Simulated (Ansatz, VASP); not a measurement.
## K: VASP beside Ansatz

The input POSCAR:

```
K
1.0
    3.7402889832      0.0000000000      0.0000000000
    0.0000000000      3.7402889832      0.0000000000
    0.0000000000      0.0000000000      5.1140971267
K
1
Direct
    0.0000000000      0.0000000000      0.0000000000
```

Contents of INCAR.step1:

```
  ALGO = Normal
  EDIFF = 1E-4
  ENCUT = 520
  GGA = PE
  ISMEAR = 0
  LASPH = T
  LCHARG = F
  LREAL = F
  LWAVE = T
  NBANDS = 10
  NELM = 60
  PREC = Accurate
  SIGMA = 0.15
```

The input INCAR.step2:

```
  ALGO = Normal
  EDIFF = 1E-6
  ENCUT = 520
  ISIF = 2
  ISMEAR = 0
  ISTART = 1
  LASPH = T
  LCHARG = T
  LELF = T
  LMIXTAU = T
  LREAL = F
  LVHAR = T
  LWAVE = F
  METAGGA = R2SCAN
  NBANDS = 10
  NELM = 60
  PREC = Accurate
  SIGMA = 0.15
```

The input KPOINTS:

```
k-points
0
Gamma
  12 12 12
```

Input for Ansatz:

```yaml
crystal:
  lattice:
    - [3.7402889832, 0.0, 0.0]
    - [0.0, 3.7402889832, 0.0]
    - [0.0, 0.0, 5.1140971267]
  atoms:
    - { symbol: K, position: [0.0, 0.0, 0.0] }
basis:
  ecutwfc: 500
kpoints:
  mp_grid: { grid: [12, 12, 12] }
hamiltonian:
  xc: r2scan
scf:
  occupations: { method: gaussian, width: 0.15 }
output:
  forces: true
  stress: true
  eigenvalues: true
  write_density: true
  write_potential: true
  elf: true
  volumetric_format: npy
```

Alike in both runs: task single point; functional r2SCAN; k mesh 12 × 12 × 12; occupations gaussian, width 0.15 eV; no spin polarisation.

|  | VASP | Ansatz |
| --- | --- | --- |
| version | VASP 6.6.1 | Ansatz 0.2.0 |
| potentials or method | VASP PAW PBE potentials, release 64 (K_sv), cutoff 520 eV | scalar-relativistic, plane waves, PAW |
| valence electrons in the cell | 9 | 9 |

```tsv
	VASP	Ansatz	Ansatz less VASP
gap on the k mesh at the Fermi level (eV)	none	none	-
pressure (GPa)	0.9	0.9	-0.02
traceless stress, the component that is largest in VASP (GPa)	-2.49	-2.29	+0.205
```

VASP's potentials were made for PBE, not for r2SCAN. A gap of «none» marks a metal or a gap that the smearing closes.
